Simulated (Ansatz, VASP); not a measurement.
RbCaBr3 in VASP and in Ansatz

INCAR

```
PREC     = Accurate       # precision mode
ENCUT    = 520            # plane-wave cutoff, eV
EDIFF    = 1E-6           # SCF threshold, eV
ISMEAR   = 0              # smearing method
SIGMA    = 0.05           # smearing width, eV
LREAL    = False          # projectors in reciprocal space
LASPH    = True           # aspherical terms in the spheres
NELM     = 80             # most SCF steps
ALGO     = Normal         # electronic algorithm
ISIF     = 2              # what is computed and relaxed
LWAVE    = False          # write WAVECAR
LCHARG   = False          # write CHGCAR
GGA      = CA             # functional
NBANDS   = 28             # bands
```

KPOINTS

```
Automatic mesh
0
Gamma
  4 4 4
```

The input POSCAR:

```
RbCaBr3
1.0
    5.7366900000      0.0000000000      0.0000000000
    0.0000000000      5.7366900000      0.0000000000
    0.0000000000      0.0000000000      5.6506396500
Rb Ca Br
1 1 3
Direct
    0.5000000000      0.5000000000      0.5000000000
    0.0000000000      0.0000000000      0.0000000000
    0.5000000000      0.0000000000      0.0000000000
    0.0000000000      0.5000000000      0.0000000000
    0.0000000000      0.0000000000      0.5000000000
```

Input for Ansatz:

```yaml
crystal:
  lattice:
    - [5.73669, 0.0, 0.0]
    - [0.0, 5.73669, 0.0]
    - [0.0, 0.0, 5.65063965]
  atoms:
    - { symbol: Rb, position: [0.5, 0.5, 0.5] }
    - { symbol: Ca, position: [0.0, 0.0, 0.0] }
    - { symbol: Br, position: [0.5, 0.0, 0.0] }
    - { symbol: Br, position: [0.0, 0.5, 0.0] }
    - { symbol: Br, position: [0.0, 0.0, 0.5] }
basis:
  ecutwfc: 420
kpoints:
  mp_grid: { grid: [4, 4, 4] }
hamiltonian:
  xc: lda
scf:
  occupations: { method: gaussian, width: 0.05 }
output:
  forces: true
  stress: true
  eigenvalues: true
```

Change from the starting cell: strain +0.000 along x and y, -0.015 along z, atoms carried along.

Alike in both runs: task single point; functional LDA; k mesh 4 × 4 × 4; occupations gaussian, width 0.05 eV; no spin polarisation.

|  | VASP | Ansatz |
| --- | --- | --- |
| version | VASP 6.6.1 | Ansatz 0.2.0 |
| potentials or method | VASP PAW LDA potentials, release 64 (Rb_sv, Ca_sv, Br), cutoff 520 eV | scalar-relativistic, plane waves, PAW |
| valence electrons in the cell | 40 | 40 |

VASP gave:

| Quantity | Value |
| --- | --- |
| gap on the k mesh at the Fermi level (eV) | 3.71 |
| least direct gap on the mesh (eV) | 4.01 |
| pressure (GPa) | -2.1 |
| traceless stress, the component that is largest in VASP (GPa) | 0.34 |

Task: Estimate Ansatz's values.

Result: gap on the k mesh at the Fermi level (eV): 3.69; least direct gap on the mesh (eV): 4.00; pressure (GPa): -2.2; traceless stress, the component that is largest in VASP (GPa): 0.33.

LDA's correlation is that of Perdew and Zunger in VASP and of Perdew and Wang (1992) in Ansatz.
